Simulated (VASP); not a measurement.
Runs of VASP 6.6.1 on Pt. The structure is that of space group Im-3m (No. 229), or close to it. The cells are those of the table. 

```tsv
cell	gap on the mesh (eV)	pressure (GPa)
a = 2.669 Å, angles 109.5°, 1 atom	none	11.4
a = 2.707 Å, angles 109.5°, 1 atom	none	-1.6
a = 2.744 Å, angles 109.5°, 1 atom	none	(a)
a = 2.850 Å, angles 109.5°, 1 atom	none	(b)
a = 2.629 Å, angles 109.5°, 1 atom	none	28.3
```

Alike in all rows: task single point; level PBEsol; potentials or basis VASP PAW PBE potentials, release 64 (Pt); no spin polarisation; k mesh 13 × 13 × 13; cutoff (eV) 500; smearing methfessel-paxton 0.15 eV.

Problem. Fill in the values left out.

Solution. (a) -11.5; (b) -28.6.

Caveats: the PAW data sets were made with another functional, which shifts forces and pressure a little; spin-orbit coupling is left out, which moves the levels of the heavy elements.

A k mesh can miss the band edges, and the runs leave out spin-orbit coupling on Pt.

A gap of «none» marks levels without a gap at the run's occupations.
